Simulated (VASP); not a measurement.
# Pb (P6_3/mmc) in VASP: a series of runs

Pb is run at these levels: LDA; tasks: single point.

Everything below comes from runs of VASP 6.6.1. Logs are shortened: lines on timing, memory, paths and dates and some standing lists are left out, and cuts for length are marked.

### 1 The cell of the first run

It takes space group P6_3/mmc (No. 194, hexagonal). The conventional cell has a = 3.452 Å, b = 3.452 Å, c = 11.261 Å, α = 90.00°, β = 90.00°, γ = 120.00°. Within 4.5 Å of Pb (site symmetry -6m2) lie 12 Pb at 3.45 Å. Pb (site symmetry -3m) has 12 Pb at 3.45 Å within 4.5 Å.

This isn't the form of Pb at room conditions, which is fcc.

### 2 Single point, LDA

INCAR

```
SYSTEM = Pb
PREC     = Accurate       ! precision mode
ENCUT    = 520            ! plane-wave cutoff, eV
EDIFF    = 1E-7           ! SCF threshold, eV
ISMEAR   = -1             ! smearing method
SIGMA    = 0.05           ! smearing width, eV
LREAL    = .False.        ! projectors in reciprocal space
LASPH    = .True.         ! aspherical terms in the spheres
NELM     = 80             ! most SCF steps
ALGO     = Fast           ! electronic algorithm
ISIF     = 2              ! what is computed and relaxed
LWAVE    = .False.        ! write WAVECAR
LCHARG   = .False.        ! write CHGCAR
GGA      = CA             ! functional
NBANDS   = 36             ! bands
```

KPOINTS

```
regular mesh
0
Gamma
  9 9 3
  0 0 0
```

POSCAR

```
Pb
1.0
    3.4524201150      0.0000000000      0.0000000000
   -1.7262100576      2.9898835242      0.0000000000
    0.0000000000      0.0000000000     11.2605791934
Pb
4
Direct
    0.6666666667      0.3333333333      0.7500000000
    0.0000000000      0.0000000000      0.5000000000
    0.3333333333      0.6666666667      0.2500000000
    0.0000000000      0.0000000000      0.0000000000
```

Potentials or basis: VASP PAW LDA potentials, release 64 (Pb_d).

The run is started by

```sh
cat potpaw_LDA.64/Pb_d/POTCAR > POTCAR
mpirun -np 1 vasp_std > vasp.out
```

OUTCAR:

```text
SYSTEM = Pb
   PREC = Accurate
   ENCUT = 520
   EDIFF = 1E-7
   ISMEAR = -1
   LREAL = .False.
   LASPH = .True.
   NELM = 80
   ISIF = 2
   GGA = CA

 ion  position               nearest neighbor table
   1  0.667  0.333  0.750-   2 3.45   4 3.45   2 3.45   4 3.45   2 3.45   4 3.45
   2  0.000  0.000  0.500-   1 3.45   3 3.45   1 3.45   3 3.45   1 3.45   3 3.45
   3  0.333  0.667  0.250-   2 3.45   4 3.45   2 3.45   4 3.45   2 3.45   4 3.45
   4  0.000  0.000  0.000-   1 3.45   3 3.45   1 3.45   3 3.45   1 3.45   3 3.45

  LATTYP: Found a hexagonal cell.
 ALAT       =     3.4524201150
 C/A-ratio  =     3.2616480087

  Lattice vectors:

 A1 = (   3.4524201150,   0.0000000000,   0.0000000000)
 A2 = (  -1.7262100576,   2.9898835242,   0.0000000000)
 A3 = (   0.0000000000,   0.0000000000,  11.2605791934)

Analysis of symmetry for initial positions (statically):
=====================================================================
 Subroutine PRICEL returns:
 Original cell was already a primitive cell.

 Routine SETGRP: Setting up the symmetry group for a
 hexagonal supercell.

 Subroutine GETGRP returns: Found 24 space group operations
 (whereof 12 operations were pure point group operations)
 out of a pool of 24 trial point group operations.

The static configuration has the point symmetry D_3d.
 The point group associated with its full space group is D_6h.

Analysis of symmetry for dynamics (positions and initial velocities):
=====================================================================
 Subroutine PRICEL returns:
 Original cell was already a primitive cell.

 Routine SETGRP: Setting up the symmetry group for a
 hexagonal supercell.

 Subroutine GETGRP returns: Found 24 space group operations
 (whereof 12 operations were pure point group operations)
 out of a pool of 24 trial point group operations.

The dynamic configuration has the point symmetry D_3d.
 The point group associated with its full space group is D_6h.

 Subroutine INISYM returns: Found 24 space group operations
 (whereof 12 operations are pure point group operations),
 and found     1 'primitive' translations

----------------------------------------------------------------------------------------

                                     Primitive cell

  volume of cell :     116.2355

  direct lattice vectors                    reciprocal lattice vectors
     3.452420115  0.000000000  0.000000000     0.289651887  0.167230595  0.000000000
    -1.726210058  2.989883524  0.000000000     0.000000000  0.334461190  0.000000000
[... 90 lines left out ...]
   EDIFFG = 0.1E-05   stopping-criterion for IOM
   NSW    =      0    number of steps for IOM
   IBRION =     -1    ionic relax: 0-MD 1-quasi-New 2-CG
   NFREE  =      0    steps in history (QN), initial steepest desc. (CG)
   ISIF   =      2    stress and relaxation
   ISYM   =      2    0-nonsym 1-usesym 2-fastsym
   POTIM  = 0.5000    time-step for ionic-motion
   TEBEG  =    0.0;   TEEND  =   0.0 temperature during run
   PSTRESS=    0.0 pullay stress
   NELECT =      56.0000    total number of electrons
   NUPDOWN=      -1.0000    fix difference up-down
   EMIN   =  10.00;   EMAX   =-10.00  energy-range for DOS
   EFERMI =   0.00;   METHOD = LEGACY
   ISMEAR =    -1;   SIGMA  =   0.05  broadening in eV -4-tet -1-fermi 0-gaus
   EFERMI_NEDOS =   21; number of points for ismear=-14 and -15
   IALGO  =     68    algorithm
   IMIX   =      4    mixing-type and parameters
     AMIX     =   0.40;   BMIX     =  1.00
     AMIX_MAG =   1.60;   BMIX_MAG =  1.00
  volume/ion in A,a.u.               =      29.06       196.10
  Fermi-wavevector in a.u.,A,eV,Ry     =   1.283388  2.425252 22.409947  1.647085
  Thomas-Fermi vector in A             =   2.415644
   LORBIT       =      0    0 simple, 1 ext, 2 COOP (PROOUT), +10 PAW based schemes
   GGA     = CA    functional components
   LHFCALC =     F    Hartree Fock is set to
   AEXX    =    0.0000 exact exchange contribution
   IVDW    =     0    specifies the selected vdW correction
   LEPSILON=     F    determine dielectric tensor
   LRPA    =     F    only Hartree local field effects (RPA)
 non-spin polarized calculation
 RMM-DIIS sequential band-by-band and
  energy-cutoff  :      520.00
  volume of cell :      116.24
 maximum number of plane-waves:      3163
 NGX is ok and might be reduce to    28
   NGX = 13   NGY = 13   NGZ = 41

 number of electron      56.0000010 magnetization

 Free energy of the ion-electron system (eV)
  ---------------------------------------------------
  ext. energy  EPLUGINS =         0.00000000
  ---------------------------------------------------
  free energy    TOTEN  =       -17.04645964 eV

  energy without entropy =      -17.03836679  energy(sigma->0) =      -17.04241322

 E-fermi :   7.4871     XC(G=0): -10.6612

 val. band max:        7.4846715331   @ k =   0.3333   0.0000   0.3333
 cond. band min:       7.6082016617   @ k =   0.4444   0.1111   0.0000
 fundamental gap:      0.1235301286
 Fermi energy:         7.4870863443

 k-point     1 :       0.0000    0.0000    0.0000
  band No.  band energies     occupation
      1      -9.6041      2.00000
      2      -9.5883      2.00000
      3      -9.5608      2.00000
      4      -9.5608      2.00000
      5      -9.5438      2.00000
      6      -9.5429      2.00000
[... 925 lines left out ...]
     35      10.5696      0.00000
     36      11.4864      0.00000

------------------------ aborting loop because EDIFF is reached ----------------------------------------

  FORCE on cell =-STRESS in cart. coord.  units (eV):
  Direction    XX          YY          ZZ          XY          YZ          ZX
  --------------------------------------------------------------------------------------
  -------------------------------------------------------------------------------------
  Total       -0.2650967     -0.2650967      0.1833120      0.0000000     -0.0000000      0.0000000
  in kB       -3.6540655     -3.6540655      2.5267530      0.0000000     -0.0000000      0.0000000
  external PRESSURE =      -1.5937926 kB  Pullay stress =       0.0000000 kB

 VOLUME and BASIS-vectors are now :
 -----------------------------------------------------------------------------
  energy-cutoff  :      520.00
  volume of cell :      116.24
      direct lattice vectors                 reciprocal lattice vectors
     3.452420115  0.000000000  0.000000000     0.289651887  0.167230595  0.000000000
    -1.726210058  2.989883524  0.000000000     0.000000000  0.334461190  0.000000000
     0.000000000  0.000000000 11.260579193     0.000000000  0.000000000  0.088805379

 POSITION                                       TOTAL-FORCE (eV/Angst)
 -----------------------------------------------------------------------------------
      1.72621      0.99663      8.44543        -0.000000      0.000000      0.000000
      0.00000      0.00000      5.63029        -0.000000     -0.000000      0.000000
     -0.00000      1.99326      2.81514         0.000000     -0.000000     -0.000000
      0.00000      0.00000      0.00000        -0.000000     -0.000000      0.000000
 -----------------------------------------------------------------------------------
    total drift:                                0.000000     -0.000000      0.000000

  FREE ENERGIE OF THE ION-ELECTRON SYSTEM (eV)
  ---------------------------------------------------
  free  energy   TOTEN  =       -17.0464596385 eV

  energy  without entropy=      -17.0383667917  energy(sigma->0) =      -17.04241322
```

Run time: 1.7 min. Hardware: 1 thread of AMD EPYC 7R43 (Zen 3), shared host; peak memory 0.19 GiB.

What came out:

```yaml
Free_energy: -17.0465 eV
Pressure: -0.2 GPa
Band_gap_on_the_k_mesh: zero (bands 28 and 29 overlap by 8.04 eV)
```

Stress tensor (GPa, compression positive):
```
-0.37  0.00  0.00
 0.00 -0.37  0.00
 0.00  0.00  0.25
```

Levels at points of the mesh, in eV from the Fermi level:
| k point | band 24 | band 25 | band 26 | band 27 | band 28 | band 29 | band 30 | band 31 | band 32 | band 33 |
| --- | --- | --- | --- | --- | --- | --- | --- | --- | --- | --- |
| (0.00, 0.00, 0.00) | -8.17 | -4.40 | 0.83 | 0.84 | 5.74 | 5.74 | 6.58 | 6.58 | 6.65 | 6.65 |

Caveat: spin-orbit coupling is left out, which moves the levels of the heavy elements.

### 3 Single point, LDA

This run uses another cell than the first one, of 29.68 Å³/atom.

INCAR

```
SYSTEM = Pb
PREC     = Accurate       ! precision mode
ENCUT    = 520            ! plane-wave cutoff, eV
EDIFF    = 1E-6           ! SCF threshold, eV
ISMEAR   = -1             ! smearing method
SIGMA    = 0.05           ! smearing width, eV
LREAL    = .FALSE.        ! projectors in reciprocal space
LASPH    = .TRUE.         ! aspherical terms in the spheres
NELM     = 100            ! most SCF steps
ALGO     = Fast           ! electronic algorithm
ISIF     = 2              ! what is computed and relaxed
LWAVE    = .FALSE.        ! write WAVECAR
LCHARG   = .TRUE.         ! write CHGCAR
LELF     = .TRUE.         ! ELF
LVHAR    = .TRUE.       
NBANDS   = 36             ! bands
```

KPOINTS

```
Automatic mesh
0
G
  9 9 3
  0 0 0
```

POSCAR

```
Pb
1.0
    3.4767337338      0.0000000000      0.0000000000
   -1.7383668669      3.0109397357      0.0000000000
    0.0000000000      0.0000000000     11.3398816597
Pb
4
Direct
    0.6666666667      0.3333333333      0.7500000000
    0.0000000000      0.0000000000      0.5000000000
    0.3333333333      0.6666666667      0.2500000000
    0.0000000000      0.0000000000      0.0000000000
```

Potentials or basis: VASP PAW LDA potentials, release 64 (Pb_d).

The run is started by

```sh
cat potpaw_LDA.64/Pb_d/POTCAR > POTCAR
mpirun -np 1 vasp_std > vasp.out
```

Run time: 93 s. Hardware: 1 thread of AMD EPYC 7R43 (Zen 3), shared host; peak memory 0.2 GiB.

It converged, with:

```
Free energy            : -17.0370 eV
Pressure               : -1.2 GPa
Band gap on the k mesh : zero (bands 28 and 29 overlap by 7.86 eV)
```

Stress tensor (GPa, compression positive):
```
-1.38  0.00  0.00
 0.00 -1.38  0.00
 0.00  0.00 -0.81
```

Levels at points of the mesh, in eV from the Fermi level:
```tsv
k point	band 24	band 25	band 26	band 27	band 28	band 29	band 30	band 31	band 32	band 33
(0.00, 0.00, 0.00)	-8.14	-4.29	0.81	0.81	5.63	5.63	6.45	6.45	6.52	6.52
```

Caveat: spin-orbit coupling is left out, which moves the levels of the heavy elements.
